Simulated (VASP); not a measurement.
Li2O:

```
CELL_PARAMETERS angstrom
0.00000 2.28637 2.28637
2.28637 0.00000 2.28637
2.28637 2.28637 0.00000
ATOMIC_POSITIONS crystal
O 0.00000 0.00000 0.00000
Li 0.25000 0.25000 0.25000
Li 0.75000 0.75000 0.75000
```

Base run:

* Program: VASP 6.6.1
* Functional: PBE
* Potentials or basis: VASP PAW PBE potentials, release 64 (O, Li_sv)
* Cutoff: 750 eV
* k mesh: 10 × 10 × 10
* Occupations: gaussian, width 0.01 eV
* Spin: no spin polarisation

Its results: band gap on the k mesh 5.04 eV (least direct gap 5.49 eV); pressure 2.7 GPa.

**Question.** The run is repeated on the same cell with these changes: functional from PBE to r2SCAN; cutoff from 750 eV to 830 eV; k mesh from 10 × 10 × 10 to 8 × 8 × 8. What comes out?

**Answer.** Band gap on the k mesh 5.73 eV (least direct gap 6.35 eV); pressure 0.2 GPa.

Several settings changed at once.

Caveats: the PAW data sets were made with another functional, which shifts forces and pressure a little (at least some runs).

A k mesh can miss the band edges.
